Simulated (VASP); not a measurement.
Wanted: the native input for a VASP 6.6.1 run.

| Property | Result |
| --- | --- |
| Task | single point |
| Functional | r2SCAN |
| Potentials or basis | VASP PAW PBE potentials, release 64 (Hg, Te) |
| Cutoff | 520 eV |
| k mesh | 6 × 6 × 6 |
| Occupations | fermi-dirac, width 0.02 eV |
| Spin | no spin polarisation |
| Dipole correction | no |
| Further INCAR settings | ALGO = Normal; EDIFF = 1e-06; NBANDS = 16 |

The system is HgTe.

```xyz
2
Lattice="0.0000 3.2892 3.2892 3.2892 0.0000 3.2892 3.2892 3.2892 0.0000" Properties=species:S:1:pos:R:3 pbc="T T T"
Hg    0.0000    0.0000    0.0000
Te    1.6446    1.6446    1.6446
```

The input as run:

POSCAR

```
HgTe
1.0
    0.0000000000      3.2891972678      3.2891972678
    3.2891972678      0.0000000000      3.2891972678
    3.2891972678      3.2891972678      0.0000000000
Hg Te
1 1
Direct
    0.0000000000      0.0000000000      0.0000000000
    0.2500000000      0.2500000000      0.2500000000
```

INCAR.step1

```
ALGO     = Normal         # electronic algorithm
EDIFF    = 1E-4           # SCF threshold, eV
ENCUT    = 520            # plane-wave cutoff, eV
GGA      = PE             # functional
ISMEAR   = -1             # smearing method
LASPH    = True           # aspherical terms in the spheres
LCHARG   = False          # write CHGCAR
LREAL    = False          # projectors in reciprocal space
LWAVE    = True           # write WAVECAR
NBANDS   = 16             # bands
NELM     = 60             # most SCF steps
PREC     = Accurate       # precision mode
SIGMA    = 0.02           # smearing width, eV
```

INCAR.step2

```
ALGO     = Normal         # electronic algorithm
EDIFF    = 1E-6           # SCF threshold, eV
ENCUT    = 520            # plane-wave cutoff, eV
ISIF     = 2              # what is computed and relaxed
ISMEAR   = -1             # smearing method
ISTART   = 1            
LASPH    = True           # aspherical terms in the spheres
LCHARG   = False          # write CHGCAR
LMIXTAU  = True         
LREAL    = False          # projectors in reciprocal space
LWAVE    = False          # write WAVECAR
METAGGA  = R2SCAN         # meta-GGA
NBANDS   = 16             # bands
NELM     = 60             # most SCF steps
PREC     = Accurate       # precision mode
SIGMA    = 0.02           # smearing width, eV
```

KPOINTS

```
k-points
0
Gamma
  6 6 6
```

Potentials or basis: VASP PAW PBE potentials, release 64 (Hg, Te).

Launch:

```sh
$ cat potpaw_PBE.64/Hg/POTCAR potpaw_PBE.64/Te/POTCAR > POTCAR
$ cp INCAR.step1 INCAR
$ mpirun -np 1 vasp_std > vasp.out
$ cp INCAR.step2 INCAR
$ mpirun -np 1 vasp_std > vasp.out
```

It gave:

```json
{
  "Pressure": "0.0 GPa",
  "Band gap on the k mesh": "zero (filled and empty bands touch)"
}
```

Caveat: semilocal functionals underestimate gaps, and a narrow one can read as zero; the PAW data sets were made with another functional, which shifts forces and pressure a little; spin-orbit coupling is left out, which moves the levels of the heavy elements.

Run time: 2.2 min on 1 thread of AMD EPYC 7R43 64-Core Processor (Zen 3), with other jobs on the host, peak memory 0.19 GiB.
